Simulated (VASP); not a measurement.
# Hf (Fm-3m) in VASP: notebook

The runs below take Hf through single point, with PBEsol.

Everything below comes from runs of VASP 6.6.1. Logs are shortened: lines on timing, memory, paths and dates and some standing lists are left out, and cuts for length are marked.

### 1 The cell of the first run

The structure is cubic, space group Fm-3m (No. 225). The conventional cell has a = 4.505 Å, b = 4.505 Å, c = 4.505 Å, α = 90.00°, β = 90.00°, γ = 90.00°. Within 4.2 Å of Hf (site symmetry m-3m) lie 12 Hf at 3.19 Å.

### 2 Single point, PBEsol (volume scaled by 1.06)

File INCAR:

```
PREC = Accurate
ENCUT = 520
EDIFF = 1E-6
ISMEAR = 0
SIGMA = 0.1
LREAL = F
LASPH = T
NELM = 100
ALGO = Normal
ISIF = 2
LWAVE = F
LCHARG = T
GGA = PS
LELF = T
LVHAR = T
NBANDS = 11
```

File KPOINTS:

```
Automatic mesh
0
Gamma
  16 16 16
```

File POSCAR:

```
Hf
1.0
    0.0000000000      2.2523747770      2.2523747770
    2.2523747770      0.0000000000      2.2523747770
    2.2523747770      2.2523747770      0.0000000000
Hf
1
Direct
    0.0000000000      0.0000000000      0.0000000000
```

Potentials or basis: VASP PAW PBE potentials, release 64 (Hf_pv).

Started as:

```bash
> cat potpaw_PBE.64/Hf_pv/POTCAR > POTCAR
> mpirun -np 1 vasp_std > vasp.out
```

OUTCAR:

```text
PREC = Accurate
   ENCUT = 520
   EDIFF = 1E-6
   ISMEAR = 0
   LREAL = F
   LASPH = T
   NELM = 100
   ISIF = 2
   GGA = PS

 ion  position               nearest neighbor table
   1  0.000  0.000  0.000-

  LATTYP: Found a face centered cubic cell.
 ALAT       =     4.5047495540

  Lattice vectors:

 A1 = (   0.0000000000,   2.2523747770,   2.2523747770)
 A2 = (   2.2523747770,   0.0000000000,   2.2523747770)
 A3 = (   2.2523747770,   2.2523747770,   0.0000000000)

Analysis of symmetry for initial positions (statically):
=====================================================================
 Subroutine PRICEL returns:
 Original cell was already a primitive cell.

 Routine SETGRP: Setting up the symmetry group for a
 face centered cubic supercell.

 Subroutine GETGRP returns: Found 48 space group operations
 (whereof 48 operations were pure point group operations)
 out of a pool of 48 trial point group operations.

The static configuration has the point symmetry O_h .

Analysis of symmetry for dynamics (positions and initial velocities):
=====================================================================
 Subroutine PRICEL returns:
 Original cell was already a primitive cell.

 Routine SETGRP: Setting up the symmetry group for a
 face centered cubic supercell.

 Subroutine GETGRP returns: Found 48 space group operations
 (whereof 48 operations were pure point group operations)
 out of a pool of 48 trial point group operations.

The dynamic configuration has the point symmetry O_h .

 Subroutine INISYM returns: Found 48 space group operations
 (whereof 48 operations are pure point group operations),
 and found     1 'primitive' translations

----------------------------------------------------------------------------------------

                                     Primitive cell

  volume of cell :      22.8535

  direct lattice vectors                    reciprocal lattice vectors
     0.000000000  2.252374777  2.252374777    -0.221987924  0.221987924  0.221987924
     2.252374777  0.000000000  2.252374777     0.221987924 -0.221987924  0.221987924
     2.252374777  2.252374777  0.000000000     0.221987924  0.221987924 -0.221987924

  length of vectors
     3.185338957  3.185338957  3.185338957     0.384494362  0.384494362  0.384494362

  position of ions in fractional coordinates (direct lattice)
     0.000000000  0.000000000  0.000000000

  ion indices of the primitive-cell ions
   primitive index   ion index
                 1           1

----------------------------------------------------------------------------------------

 KPOINTS: Automatic mesh

Automatic generation of k-mesh.
 Grid dimensions read from file:
 generate k-points for:   16   16   16

 Generating k-lattice:

  Cartesian coordinates                     Fractional coordinates (reciprocal lattice)
    -0.013874245  0.013874245  0.013874245     0.062500000  0.000000000  0.000000000
     0.013874245 -0.013874245  0.013874245     0.000000000  0.062500000  0.000000000
     0.013874245  0.013874245 -0.013874245     0.000000000  0.000000000  0.062500000

  Length of vectors
     0.024030898  0.024030898  0.024030898

  Shift w.r.t. Gamma in fractional coordinates (k-lattice)
     0.000000000  0.000000000  0.000000000

 Subroutine IBZKPT returns following result:
 ===========================================

 Found    145 irreducible k-points:

 Following reciprocal coordinates:
            Coordinates               Weight
  0.000000  0.000000  0.000000      1.000000
  0.062500  0.000000  0.000000      8.000000
  0.125000  0.000000  0.000000      8.000000
  0.187500  0.000000  0.000000      8.000000
  0.250000  0.000000  0.000000      8.000000
  0.312500  0.000000  0.000000      8.000000
[... 16 lines left out ...]
 -0.125000  0.062500  0.000000     24.000000
 -0.062500  0.062500  0.000000     12.000000
 [... further k-points ...]
   k-points           NKPTS =    145   k-points in BZ     NKDIM =    145   number of bands    NBANDS=     11
   number of dos      NEDOS =    301   number of ions     NIONS =      1
   total plane-waves  NPLWV =  13824
   dimension x,y,z NGX =    24 NGY =   24 NGZ =   24
   dimension x,y,z NGXF=    48 NGYF=   48 NGZF=   48
   ions per type =               1
   NGX,Y,Z   is equivalent  to a cutoff of  12.53, 12.53, 12.53 a.u.
   NGXF,Y,Z  is equivalent  to a cutoff of  25.05, 25.05, 25.05 a.u.
 SYSTEM =  unknown system
   PREC   = accura    normal or accurate (medium, high low for compatibility)
   ISTART =      0    job   : 0-new  1-cont  2-samecut
   ICHARG =      2    charge: 1-file 2-atom 10-const
   ISPIN  =      1    spin polarized calculation?
   LNONCOLLINEAR =      F non collinear calculations
   LSORBIT =      F    spin-orbit coupling
   LASPH  =      T    aspherical Exc in radial PAW
   ENCUT  =  520.0 eV  38.22 Ry    6.18 a.u.   5.92  5.92  5.92*2*pi/ulx,y,z
   NELM   =    100;   NELMIN=  2; NELMDL= -5     # of ELM steps
   EDIFF  = 0.1E-05   stopping-criterion for ELM
   LREAL  =      F    real-space projection
   EDIFFG = 0.1E-04   stopping-criterion for IOM
   NSW    =      0    number of steps for IOM
   IBRION =     -1    ionic relax: 0-MD 1-quasi-New 2-CG
   NFREE  =      0    steps in history (QN), initial steepest desc. (CG)
   ISIF   =      2    stress and relaxation
   ISYM   =      2    0-nonsym 1-usesym 2-fastsym
   POTIM  = 0.5000    time-step for ionic-motion
   TEBEG  =    0.0;   TEEND  =   0.0 temperature during run
   PSTRESS=    0.0 pullay stress
   NELECT =      10.0000    total number of electrons
   NUPDOWN=      -1.0000    fix difference up-down
   EMIN   =  10.00;   EMAX   =-10.00  energy-range for DOS
   EFERMI =   0.00;   METHOD = LEGACY
   ISMEAR =     0;   SIGMA  =   0.10  broadening in eV -4-tet -1-fermi 0-gaus
   EFERMI_NEDOS =   21; number of points for ismear=-14 and -15
   IALGO  =     38    algorithm
   IMIX   =      4    mixing-type and parameters
     AMIX     =   0.40;   BMIX     =  1.00
     AMIX_MAG =   1.60;   BMIX_MAG =  1.00
  volume/ion in A,a.u.               =      22.85       154.22
  Fermi-wavevector in a.u.,A,eV,Ry     =   1.242866  2.348675 21.017123  1.544715
  Thomas-Fermi vector in A             =   2.377201
   LORBIT       =      0    0 simple, 1 ext, 2 COOP (PROOUT), +10 PAW based schemes
   GGA     = PS    functional components
   LHFCALC =     F    Hartree Fock is set to
   AEXX    =    0.0000 exact exchange contribution
   IVDW    =     0    specifies the selected vdW correction
   LEPSILON=     F    determine dielectric tensor
   LRPA    =     F    only Hartree local field effects (RPA)
 non-spin polarized calculation
 Gauss-broadening in eV      SIGMA  =   0.10
  energy-cutoff  :      520.00
  volume of cell :       22.85
 maximum number of plane-waves:       636
   NGX = 11   NGY = 11   NGZ = 11

 number of electron      10.0000000 magnetization

 number of electron       9.9999999 magnetization

 Free energy of the ion-electron system (eV)
  ---------------------------------------------------
  ext. energy  EPLUGINS =         0.00000000
  ---------------------------------------------------
  free energy    TOTEN  =       -10.40903084 eV

  energy without entropy =      -10.39927939  energy(sigma->0) =      -10.40415511

 E-fermi :   4.4366     XC(G=0): -11.2963

 val. band max:        4.4277677988   @ k =  -0.2500   0.0625   0.0000
 cond. band min:       4.4397273951   @ k =  -0.3125   0.3750   0.1250
 fundamental gap:      0.0119595962
 Fermi energy:         4.4365808375

 k-point     1 :       0.0000    0.0000    0.0000
  band No.  band energies     occupation
      1     -25.6083      2.00000
      2     -25.6083      2.00000
      3     -25.6083      2.00000
      4      -2.7063      2.00000
      5       5.8154      0.00000
      6       5.8154      0.00000
      7       5.8154      0.00000
      8       8.5216      0.00000
      9       8.5216      0.00000
     10      15.7352      0.00000
     11      17.4055      0.00000

 k-point     2 :       0.0625    0.0000    0.0000
  band No.  band energies     occupation
      1     -25.6391      2.00000
      2     -25.6123      2.00000
      3     -25.6123      2.00000
      4      -2.5726      2.00000
      5       5.6790      0.00000
      6       5.8800      0.00000
      7       5.8800      0.00000
      8       8.4513      0.00000
      9       8.4513      0.00000
     10      16.0345      0.00000
     11      17.4047      0.00000

 k-point     3 :       0.1250    0.0000    0.0000
  band No.  band energies     occupation
      1     -25.7258      2.00000
      2     -25.6234      2.00000
      3     -25.6234      2.00000
      4      -2.1850      2.00000
      5       5.3335      0.00000
      6       6.0406      0.00000
      7       6.0406      0.00000
      8       8.3047      0.00000
      9       8.3047      0.00000
     10      16.7758      0.00000
     11      17.4002      0.00000

 k-point     4 :       0.1875    0.0000    0.0000
  band No.  band energies     occupation
      1     -25.8532      2.00000
      2     -25.6401      2.00000
      3     -25.6401      2.00000
      4      -1.5868      2.00000
      5       4.9170      0.00000
      6       6.1829      0.00000
      7       6.1829      0.00000
      8       8.2626      0.00000
      9       8.2626      0.00000
     10      16.6172      0.00000
     11      17.4088      0.00000
[... 239 lines left out ...]
 k-point    22 :      -0.1875    0.0625    0.0000
  band No.  band energies     occupation
      1     -25.9072      2.00000
      2     -25.6749      2.00000
      3     -25.6384      2.00000
      4      -1.2443      2.00000
      5       4.7117      0.00010
      6       6.1398      0.00000
      7       6.3187      0.00000
      8       7.8452      0.00000
      9       8.7510      0.00000
     10      16.5497      0.00000
     11      17.4110      0.00000

 k-point    23 :      -0.1250    0.0625    0.0000
  band No.  band energies     occupation
      1     -25.7770      2.00000
      2     -25.6519      2.00000
      3     -25.6228      2.00000
      4      -1.8939      2.00000
      5       5.0982      0.00000
      6       6.1224      0.00000
      7       6.1778      0.00000
      8       7.9139      0.00000
      9       8.5476      0.00000
     10      17.2266      0.00000
     11      17.4039      0.00000

 k-point    24 :      -0.0625    0.0625    0.0000
  band No.  band energies     occupation
      1     -25.6821      2.00000
      2     -25.6299      2.00000
      3     -25.6136      2.00000
      4      -2.3539      2.00000
      5       5.4641      0.00000
      6       5.9789      0.00000
      7       5.9919      0.00000
      8       8.1918      0.00000
      9       8.5121      0.00000
     10      16.5021      0.00000
     11      17.4030      0.00000

 [... further k-points ...]
[... 5 lines left out ...]
  --------------------------------------------------------------------------------------
  -------------------------------------------------------------------------------------
  Total       -0.8638281     -0.8638281     -0.8638281     -0.0000000     -0.0000000      0.0000000
  in kB      -60.5600094    -60.5600094    -60.5600094     -0.0000000     -0.0000000      0.0000000
  external PRESSURE =     -60.5600094 kB  Pullay stress =       0.0000000 kB

 VOLUME and BASIS-vectors are now :
 -----------------------------------------------------------------------------
  energy-cutoff  :      520.00
  volume of cell :       22.85
      direct lattice vectors                 reciprocal lattice vectors
     0.000000000  2.252374777  2.252374777    -0.221987924  0.221987924  0.221987924
     2.252374777  0.000000000  2.252374777     0.221987924 -0.221987924  0.221987924
     2.252374777  2.252374777  0.000000000     0.221987924  0.221987924 -0.221987924

 POSITION                                       TOTAL-FORCE (eV/Angst)
 -----------------------------------------------------------------------------------
      0.00000      0.00000      0.00000         0.000000      0.000000      0.000000
 -----------------------------------------------------------------------------------
    total drift:                               -0.000000      0.000000      0.000000

  FREE ENERGIE OF THE ION-ELECTRON SYSTEM (eV)
  ---------------------------------------------------
  free  energy   TOTEN  =       -10.4090308407 eV

  energy  without entropy=      -10.3992793862  energy(sigma->0) =      -10.40415511
```

Wall time 38 s (1 thread of Intel Xeon 6975P-C, shared host); peak memory 0.16 GiB.

Results:

```yaml
Free_energy: -10.4090 eV
Pressure: -6.1 GPa
Band_gap_on_the_k_mesh: zero (band 5 reaches 5.82 eV, above the bottom of band 6 at 4.05 eV)
```

Levels at points of the mesh, in eV from the Fermi level:
```csv
k point,band 3,band 4,band 5,band 6,band 7,band 8
"(0.00, 0.00, 0.00)",-30.04,-7.14,1.38,1.38,1.38,4.09
"(0.50, 0.00, 0.00)",-30.15,-3.58,0.54,1.16,1.16,6.15
"(0.50, 0.50, 0.00)",-30.32,-3.17,-2.05,2.43,6.16,6.76
```

Caveat: the PAW data sets were made with another functional, which shifts forces and pressure a little; spin-orbit coupling is left out, which moves the levels of the heavy elements.

### 3 Single point, PBEsol (strained)

File INCAR:

```
SYSTEM = Hf
PREC = Accurate
ENCUT = 520
EDIFF = 1E-6
ISMEAR = 0
SIGMA = 0.1
LREAL = .FALSE.
LASPH = .TRUE.
NELM = 80
ALGO = Normal
ISIF = 2
LWAVE = .FALSE.
LCHARG = .FALSE.
GGA = PS
NBANDS = 11
```

File KPOINTS:

```
regular mesh
0
G
  14 14 14
  0 0 0
```

File POSCAR:

```
Hf
1.0
    0.0000000000      2.2085004000      2.2085004000
    2.2085004000      0.0000000000      2.2085004000
    2.2085004000      2.2085004000      0.0000000000
Hf
1
Direct
    0.0000000000      0.0000000000      0.0000000000
```

Potentials or basis: VASP PAW PBE potentials, release 64 (Hf_pv).

Started as:

```bash
> cat potpaw_PBE.64/Hf_pv/POTCAR > POTCAR
> mpirun -np 1 vasp_std > vasp.out
```

Wall time 8.5 s (1 thread of Intel Xeon Platinum 8488C (Sapphire Rapids), shared host); peak memory 0.15 GiB.

The run converged. Its results:

- Free energy: -10.4365 eV
- Pressure: -0.3 GPa
- Band gap on the k mesh: zero (band 5 reaches 6.25 eV, above the bottom of band 6 at 4.16 eV)

Levels at points of the mesh, in eV from the Fermi level:
```
           k point  band 3  band 4  band 5  band 6  band 7  band 8
(0.00, 0.00, 0.00)  -29.81   -7.33    1.42    1.42    1.42    4.34
(0.50, 0.00, 0.00)  -29.93   -3.74    0.76    1.18    1.18    6.59
(0.50, 0.50, 0.00)  -30.14   -3.40   -2.25    2.77    6.60    7.26
```

Caveat: the cell differs from its parent crystal (strained); the PAW data sets were made with another functional, which shifts forces and pressure a little; spin-orbit coupling is left out, which moves the levels of the heavy elements.
